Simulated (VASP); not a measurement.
# W (Im-3m) in VASP: notebook, part 2 of 2

VASP 6.6.1. Earlier steps stand in the parts before.

## (5) Relaxation of cell and atoms, PBE

This run uses another cell than the first one, of 16.30 Å³/atom, 0.990 times its volume.

File INCAR:

```
SYSTEM = W
PREC = Accurate
ENCUT = 600
EDIFF = 1E-6
ISMEAR = 0
SIGMA = 0.1
LREAL = .FALSE.
LASPH = .TRUE.
NELM = 80
ALGO = Fast
ISIF = 3
LWAVE = .FALSE.
LCHARG = .FALSE.
GGA = PE
IBRION = 2
NSW = 100
EDIFFG = -0.005
```

File KPOINTS:

```
regular mesh
0
G
  18 18 18
  0 0 0
```

File POSCAR:

```
W
1.0
   -1.5973000000      1.5973000000      1.5973000000
    1.5973000000     -1.5973000000      1.5973000000
    1.5973000000      1.5973000000     -1.5973000000
W
1
Direct
    0.0000000000      0.0000000000      0.0000000000
```

Potentials or basis: VASP PAW PBE potentials, release 64 (W_sv).

Launch:

```bash
cat potpaw_PBE.64/W_sv/POTCAR > POTCAR
mpirun -np 1 vasp_std > vasp.out
```

OUTCAR:

```text
SYSTEM = W
   PREC = Accurate
   ENCUT = 600
   EDIFF = 1E-6
   ISMEAR = 0
   LREAL = .FALSE.
   LASPH = .TRUE.
   NELM = 80
   ISIF = 3
   GGA = PE
   IBRION = 2
   NSW = 100
   EDIFFG = -0.005

 ion  position               nearest neighbor table
   1  0.000  0.000  0.000-

  LATTYP: Found a body centered cubic cell.
 ALAT       =     3.1946000000

  Lattice vectors:

 A1 = (  -1.5973000000,   1.5973000000,   1.5973000000)
 A2 = (   1.5973000000,  -1.5973000000,   1.5973000000)
 A3 = (   1.5973000000,   1.5973000000,  -1.5973000000)

Analysis of symmetry for initial positions (statically):
=====================================================================
 Subroutine PRICEL returns:
 Original cell was already a primitive cell.

 Routine SETGRP: Setting up the symmetry group for a
 body centered cubic supercell.

 Subroutine GETGRP returns: Found 48 space group operations
 (whereof 48 operations were pure point group operations)
 out of a pool of 48 trial point group operations.

The static configuration has the point symmetry O_h .

Analysis of symmetry for dynamics (positions and initial velocities):
=====================================================================
 Subroutine PRICEL returns:
 Original cell was already a primitive cell.

 Routine SETGRP: Setting up the symmetry group for a
 body centered cubic supercell.

 Subroutine GETGRP returns: Found 48 space group operations
 (whereof 48 operations were pure point group operations)
 out of a pool of 48 trial point group operations.

The dynamic configuration has the point symmetry O_h .

 Subroutine INISYM returns: Found 48 space group operations
 (whereof 48 operations are pure point group operations),
 and found     1 'primitive' translations

----------------------------------------------------------------------------------------

                                     Primitive cell

  volume of cell :      16.3012

  direct lattice vectors                    reciprocal lattice vectors
    -1.597300000  1.597300000  1.597300000     0.000000000  0.313028235  0.313028235
     1.597300000 -1.597300000  1.597300000     0.313028235  0.000000000  0.313028235
     1.597300000  1.597300000 -1.597300000     0.313028235  0.313028235  0.000000000

  length of vectors
     2.766604755  2.766604755  2.766604755     0.442688776  0.442688776  0.442688776

  position of ions in fractional coordinates (direct lattice)
     0.000000000  0.000000000  0.000000000

  ion indices of the primitive-cell ions
   primitive index   ion index
                 1           1

----------------------------------------------------------------------------------------

 KPOINTS: regular mesh

Automatic generation of k-mesh.
 Grid dimensions read from file:
 generate k-points for:   18   18   18

 Generating k-lattice:

  Cartesian coordinates                     Fractional coordinates (reciprocal lattice)
     0.000000000  0.017390458  0.017390458     0.055555556  0.000000000  0.000000000
     0.017390458  0.000000000  0.017390458     0.000000000  0.055555556  0.000000000
[... 44 lines left out ...]
   dimension x,y,z NGXF=    48 NGYF=   48 NGZF=   48
   ions per type =               1
   NGX,Y,Z   is equivalent  to a cutoff of  14.42, 14.42, 14.42 a.u.
   NGXF,Y,Z  is equivalent  to a cutoff of  28.84, 28.84, 28.84 a.u.
 SYSTEM =  W
   PREC   = accura    normal or accurate (medium, high low for compatibility)
   ISTART =      0    job   : 0-new  1-cont  2-samecut
   ICHARG =      2    charge: 1-file 2-atom 10-const
   ISPIN  =      1    spin polarized calculation?
   LNONCOLLINEAR =      F non collinear calculations
   LSORBIT =      F    spin-orbit coupling
   LASPH  =      T    aspherical Exc in radial PAW
   ENCUT  =  600.0 eV  44.10 Ry    6.64 a.u.   5.53  5.53  5.53*2*pi/ulx,y,z
   NELM   =     80;   NELMIN=  2; NELMDL= -5     # of ELM steps
   EDIFF  = 0.1E-05   stopping-criterion for ELM
   LREAL  =      F    real-space projection
   EDIFFG = -.5E-02   stopping-criterion for IOM
   NSW    =    100    number of steps for IOM
   IBRION =      2    ionic relax: 0-MD 1-quasi-New 2-CG
   NFREE  =      1    steps in history (QN), initial steepest desc. (CG)
   ISIF   =      3    stress and relaxation
   ISYM   =      2    0-nonsym 1-usesym 2-fastsym
   POTIM  = 0.5000    time-step for ionic-motion
   TEBEG  =    0.0;   TEEND  =   0.0 temperature during run
   PSTRESS=    0.0 pullay stress
   NELECT =      14.0000    total number of electrons
   NUPDOWN=      -1.0000    fix difference up-down
   EMIN   =  10.00;   EMAX   =-10.00  energy-range for DOS
   EFERMI =   0.00;   METHOD = LEGACY
   ISMEAR =     0;   SIGMA  =   0.10  broadening in eV -4-tet -1-fermi 0-gaus
   EFERMI_NEDOS =   21; number of points for ismear=-14 and -15
   IALGO  =     68    algorithm
   IMIX   =      4    mixing-type and parameters
     AMIX     =   0.40;   BMIX     =  1.00
     AMIX_MAG =   1.60;   BMIX_MAG =  1.00
  volume/ion in A,a.u.               =      16.30       110.01
  Fermi-wavevector in a.u.,A,eV,Ry     =   1.556125  2.940649 32.946829  2.421524
  Thomas-Fermi vector in A             =   2.659966
   LORBIT       =      0    0 simple, 1 ext, 2 COOP (PROOUT), +10 PAW based schemes
   GGA     = PE    functional components
   LHFCALC =     F    Hartree Fock is set to
   AEXX    =    0.0000 exact exchange contribution
   IVDW    =     0    specifies the selected vdW correction
   LEPSILON=     F    determine dielectric tensor
   LRPA    =     F    only Hartree local field effects (RPA)
 conjugate gradient relaxation of ions
 non-spin polarized calculation
 RMM-DIIS sequential band-by-band and
 Gauss-broadening in eV      SIGMA  =   0.10
  energy-cutoff  :      600.00
  volume of cell :       16.30
 maximum number of plane-waves:       560
 NGX is ok and might be reduce to    24
   NGX = 11   NGY = 11   NGZ = 11

--------------------------------------- Ionic step        1  -------------------------------------------

 number of electron      14.0000002 magnetization

 Free energy of the ion-electron system (eV)
  ---------------------------------------------------
  ext. energy  EPLUGINS =         0.00000000
  ---------------------------------------------------
  free energy    TOTEN  =       -12.95029955 eV

  energy without entropy =      -12.94665802  energy(sigma->0) =      -12.94847879

------------------------ aborting loop because EDIFF is reached ----------------------------------------

  FORCE on cell =-STRESS in cart. coord.  units (eV):
  Direction    XX          YY          ZZ          XY          YZ          ZX
  --------------------------------------------------------------------------------------
  -------------------------------------------------------------------------------------
  Total       -0.2664290     -0.2664290     -0.2664290     -0.0000000      0.0000000      0.0000000
  in kB      -26.1862087    -26.1862087    -26.1862087     -0.0000000      0.0000000      0.0000000
  external PRESSURE =     -26.1862087 kB  Pullay stress =       0.0000000 kB
[... 57 lines left out ...]
--------------------------------------- Ionic step        3  -------------------------------------------

 number of electron      14.0000002 magnetization

 Free energy of the ion-electron system (eV)
  ---------------------------------------------------
  ext. energy  EPLUGINS =         0.00000000
  ---------------------------------------------------
  free energy    TOTEN  =       -12.95143530 eV

  energy without entropy =      -12.94785230  energy(sigma->0) =      -12.94964380

 E-fermi :  11.1628     XC(G=0): -13.5303

 val. band max:       11.1586530753   @ k =  -0.2778   0.3333   0.2222
 cond. band min:      11.1752155676   @ k =   0.5000   0.5000   0.2222
 fundamental gap:      0.0165624923
 Fermi energy:        11.1628477513

 k-point     1 :       0.0000    0.0000    0.0000
  band No.  band energies     occupation
      1     -63.0405      2.00000
      2     -26.6307      2.00000
      3     -26.6307      2.00000
      4     -26.6307      2.00000
      5       1.6350      2.00000
      6       9.9695      2.00000
      7       9.9695      2.00000
      8       9.9695      2.00000
      9      13.3816      0.00000
     10      13.3816      0.00000
     11      25.6365      0.00000
[... 309 lines left out ...]
 k-point    24 :       0.3889    0.1111    0.0000
  band No.  band energies     occupation
      1     -62.9174      2.00000
      2     -27.7637      2.00000
      3     -27.0570      2.00000
      4     -26.6902      2.00000
      5       5.4403      2.00000
      6       7.8374      2.00000
      7      10.5484      2.00000
      8      13.1473      0.00000
      9      14.4380      0.00000
     10      17.4237      0.00000
     11      21.8154      0.00000

 [... further k-points ...]
[... 5 lines left out ...]
  --------------------------------------------------------------------------------------
  -------------------------------------------------------------------------------------
  Total        0.0025317      0.0025317      0.0025317      0.0000000     -0.0000000      0.0000000
  in kB        0.2509618      0.2509618      0.2509618      0.0000000     -0.0000000      0.0000000
  external PRESSURE =       0.2509618 kB  Pullay stress =       0.0000000 kB
[... 16 lines left out ...]
  FREE ENERGIE OF THE ION-ELECTRON SYSTEM (eV)
  ---------------------------------------------------
  free  energy   TOTEN  =       -12.9514353005 eV

  energy  without entropy=      -12.9478522968  energy(sigma->0) =      -12.94964380

 reached required accuracy - stopping structural energy minimisation
```

OSZICAR:

```text
N       E                     dE             d eps       ncg     rms          rms(c)
DAV:   1     0.833972897117E+02    0.83397E+02   -0.86338E+03  4298   0.158E+03
DAV:   2    -0.118359712048E+02   -0.95233E+02   -0.92197E+02  4617   0.356E+02
DAV:   3    -0.135823425081E+02   -0.17464E+01   -0.17257E+01  4958   0.463E+01
[... 27 lines left out ...]
RMM:   5    -0.129514086504E+02    0.23899E-04   -0.14350E-03  4374   0.500E-01    0.157E-02
RMM:   6    -0.129514312781E+02   -0.22628E-04   -0.24190E-04  4615   0.216E-01    0.206E-02
RMM:   7    -0.129514370659E+02   -0.57878E-05   -0.32721E-05  4301   0.813E-02    0.133E-02
RMM:   8    -0.129514354163E+02    0.16496E-05   -0.10157E-05  4162   0.481E-02    0.102E-03
RMM:   9    -0.129514353005E+02    0.11578E-06   -0.32857E-06  3206   0.252E-02
   3 F= -.12951435E+02 E0= -.12949644E+02  d E =-.113575E-02
```

It took 29 s on 1 thread of Intel Xeon 6975P-C (Granite Rapids), shared host; peak memory 0.17 GiB.

What came out:

* Free energy: -12.9514 eV
* Relaxed volume: 16.16 Å³/atom
* Relaxed cell: a = 2.759 Å, b = 2.759 Å, c = 2.759 Å, α = 109.47°, β = 109.47°, γ = 109.47°
* Space group after relaxing (to 0.05 Å): Im-3m (No. 229)
* Energy gained by relaxing: 1.1 meV/atom
* Ionic steps: 3
* Pressure after relaxing: 0.0 GPa
* Band gap on the k mesh: zero (band 7 reaches 16.19 eV, above the bottom of band 8 at 9.97 eV)

The path:
```tsv
step	energy change (eV)	largest force (eV/Å)	pressure (GPa)	volume (Å³)
1	0.0000	0.0000	-2.62	16.30
2	0.0133	0.0000	9.93	15.68
3	-0.0011	0.0000	0.03	16.16
```

Final structure:
```
CELL_PARAMETERS angstrom
-1.59276 1.59276 1.59276
1.59276 -1.59276 1.59276
1.59276 1.59276 -1.59276
ATOMIC_POSITIONS crystal
W 0.00000 0.00000 0.00000
```

Caveat: spin-orbit coupling is left out, which moves the levels of the heavy elements.

## (6) The runs side by side

| task | cell | k mesh | cutoff (eV) | smearing | gap on the mesh (eV) | pressure (GPa) | relaxed volume (Å³/atom) |
| --- | --- | --- | --- | --- | --- | --- | --- |
| single point | a = 2.775 Å, angles 109.5°, 1 atom | 20 × 20 × 20 | 520 | fermi-dirac 0.15 eV | none | -5.3 | - |
| relaxation of cell and atoms | relaxed from a = 2.757 Å, angles 109.5°, 1 atom | 20 × 20 × 20 | 600 | fermi-dirac 0.15 eV | none | 0.0 | 16.16 |
| single point | a = 2.757 Å, angles 109.5°, 1 atom | 18 × 18 × 18 | 520 | gaussian 0.1 eV | none | 0.5 | - |
| relaxation of cell and atoms | relaxed from a = 2.767 Å, angles 109.5°, 1 atom | 18 × 18 × 18 | 600 | gaussian 0.1 eV | none | 0.0 | 16.16 |

Alike in all rows: level PBE; potentials or basis VASP PAW PBE potentials, release 64 (W_sv); no spin polarisation.

Caveats: spin-orbit coupling is left out, which moves the levels of the heavy elements.

Absolute energies hang on the potentials; compare differences alone.
